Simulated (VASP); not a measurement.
## ZnCu: relaxation of cell and atoms with PBE

Crystal: ZnCu.

```xyz
2
Lattice="2.9450 0.0000 0.0000 0.0000 2.9450 0.0000 0.0000 0.0000 2.9450" Properties=species:S:1:pos:R:3 pbc="T T T"
Zn    1.4725    1.4725    1.4725
Cu    0.0000    0.0000    0.0000
```

```
Program                : VASP 6.6.1
Task                   : relaxation of cell and atoms
Functional             : PBE
Potentials or basis    : VASP PAW PBE potentials, release 64 (Zn, Cu)
Cutoff                 : 600 eV
k mesh                 : 9 × 9 × 9
Occupations            : fermi-dirac, width 0.05 eV
Spin                   : no spin polarisation
Target pressure        : 30 GPa
Dipole correction      : no
Further INCAR settings : ALGO = Normal; EDIFF = 1e-06; IBRION = 2; EDIFFG = -0.01; NSW = 60; ISIF = 3
```

The relaxed volume is 11.02 Å³/atom, the relaxed cell is a = 2.804 Å, b = 2.804 Å, c = 2.804 Å, α = 90.00°, β = 90.00°, γ = 90.00° and the space group after relaxing (to 0.1 Å) is Pm-3m (No. 221). The energy change on relaxing (the run minimises the enthalpy) is +161.1 meV/atom. The ionic steps are 7. The pressure after relaxing is 30.0 GPa and the band gap on the k mesh is zero (an odd number of electrons rules out a gap without spin polarisation).

Step by step:
```csv
step,energy change (eV),largest force (eV/Å),pressure (GPa),volume (Å³)
1,0.0000,0.0000,3.16,25.54
2,1.6324,0.0000,95.69,18.42
3,0.2974,0.0000,28.40,22.18
4,0.3180,0.0000,29.69,22.06
5,0.3304,0.0000,30.49,22.00
6,0.3126,0.0000,29.55,22.09
7,0.3221,0.0000,30.00,22.04
```

Final structure:
```
CELL_PARAMETERS angstrom
2.80383 0.00000 0.00000
0.00000 2.80383 0.00000
0.00000 0.00000 2.80383
ATOMIC_POSITIONS crystal
Zn 0.50000 0.50000 0.50000
Cu 0.00000 0.00000 0.00000
```

Levels at points of the mesh, in eV from the Fermi level:
```tsv
k point	band 8	band 9	band 10	band 11	band 12	band 13	band 14	band 15
(0.00, 0.00, 0.00)	-4.11	-3.08	-3.08	-3.08	6.72	6.72	6.72	12.17
```

It took 47 s on 1 thread of Intel(R) Xeon(R) Platinum 8259CL CPU @ 2.50GHz (Skylake/Cascade Lake), on a shared host, peak memory 0.15 GiB.

Caveat: the cell is relaxed towards a set pressure, so the run minimises the enthalpy, not the energy.
